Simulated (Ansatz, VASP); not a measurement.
One calculation of Cs2AgBiBr6, two programs

The input INCAR:

```
SYSTEM = Cs2AgBiBr6
ALGO = Normal
EDIFF = 1E-7
ENCUT = 520
GGA = PE
ISIF = 2
ISMEAR = 0
LASPH = .TRUE.
LCHARG = .FALSE.
LREAL = .FALSE.
LWAVE = .FALSE.
NBANDS = 54
NELM = 60
PREC = Accurate
SIGMA = 0.01
```

KPOINTS

```
k-points
0
G
  4 4 4
  0 0 0
```

File POSCAR:

```
Cs2AgBiBr6
1.0
    0.0000000000      5.7420104275      5.7420104275
    5.7420104275      0.0000000000      5.7420104275
    5.7420104275      5.7420104275      0.0000000000
Cs Ag Bi Br
2 1 1 6
Direct
    0.2500000000      0.2500000000      0.2500000000
    0.7500000000      0.7500000000      0.7500000000
    0.5000000000      0.5000000000      0.5000000000
    0.0000000000      0.0000000000      0.0000000000
    0.2513065120      0.7486934880      0.2513065120
    0.2513065120      0.7486934880      0.7486934880
    0.7486934880      0.2513065120      0.7486934880
    0.7486934880      0.2513065120      0.2513065120
    0.2513065120      0.2513065120      0.7486934880
    0.7486934880      0.7486934880      0.2513065120
```

Input for Ansatz:

```yaml
crystal:
  lattice:
    - [0.0, 5.7420104275, 5.7420104275]
    - [5.7420104275, 0.0, 5.7420104275]
    - [5.7420104275, 5.7420104275, 0.0]
  atoms:
    - { symbol: Cs, position: [0.25, 0.25, 0.25] }
    - { symbol: Cs, position: [0.75, 0.75, 0.75] }
    - { symbol: Ag, position: [0.5, 0.5, 0.5] }
    - { symbol: Bi, position: [0.0, 0.0, 0.0] }
    - { symbol: Br, position: [0.251306512, 0.748693488, 0.251306512] }
    - { symbol: Br, position: [0.251306512, 0.748693488, 0.748693488] }
    - { symbol: Br, position: [0.748693488, 0.251306512, 0.748693488] }
    - { symbol: Br, position: [0.748693488, 0.251306512, 0.251306512] }
    - { symbol: Br, position: [0.251306512, 0.251306512, 0.748693488] }
    - { symbol: Br, position: [0.748693488, 0.748693488, 0.251306512] }
kpoints:
  mp_grid: { grid: [4, 4, 4] }
hamiltonian:
  xc: pbe
scf:
  occupations: { method: fixed }
  n_extra_bands: 6
output:
  forces: true
  stress: true
  eigenvalues: true
```

Alike in both runs: task single point; functional PBE; k mesh 4 × 4 × 4; no spin polarisation.

|  | VASP | Ansatz |
| --- | --- | --- |
| version | VASP 6.6.1 | Ansatz 0.2.0 |
| potentials or method | VASP PAW PBE potentials, release 64 (Cs_sv, Ag, Bi_d, Br) | plane waves, PAW |
| plane-wave cutoff (eV) | 520 | 420 |
| occupations | gaussian, width 0.01 eV | fixed |
| valence electrons in the cell | 86 | 94 |

|  | VASP | Ansatz | Ansatz less VASP |
| --- | --- | --- | --- |
| gap on the k mesh at the Fermi level (eV) | 1.33 | 1.33 | -0.004 |
| pressure (GPa) | 0.0 | 0.0 | +0.01 |

VASP's potentials hold 86 valence electrons a cell and Ansatz's 94, so a difference there can come from the potentials and not from the codes.

Neither program's run includes spin-orbit coupling.
